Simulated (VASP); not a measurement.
**Al: single point with PBEsol**

The system is Al.

```
Al
1.0
     2.81309    0.00000    0.00000
    -1.40655    2.43621    0.00000
     0.00000    0.00000    4.65077
Al
2
Cartesian
  0.0000 1.6241 1.1627
  1.4065 0.8121 3.4881
```

* Program: VASP 6.6.1
* Task: single point
* Functional: PBEsol
* Potentials or basis: VASP PAW PBE potentials, release 64 (Al)
* Cutoff: 520 eV
* k mesh: 11 × 11 × 6
* Occupations: fermi-dirac, width 0.05 eV
* Spin: no spin polarisation
* Dipole correction: no
* Further INCAR settings: ALGO = Fast; EDIFF = 1e-06; NBANDS = 10

* Pressure: 2.1 GPa
* Band gap on the k mesh: zero (band 3 reaches 12.31 eV, above the bottom of band 4 at 5.23 eV)

Levels at points of the mesh, in eV from the Fermi level:
```tsv
k point	band 1	band 2	band 3	band 4	band 5	band 6	band 7
(0.00, 0.00, 0.00)	-11.39	-4.81	-4.59	11.04	11.04	11.30	11.30
(0.00, 0.00, 0.50)	-9.69	-9.69	3.26	3.26	12.16	12.16	12.16
```

It took 6.4 s on 1 thread of Intel(R) Xeon(R) 6975P-C (Granite Rapids), with other jobs on the host, peak memory 0.14 GiB.

Caveat: the PAW data sets were made with another functional, which shifts forces and pressure a little.
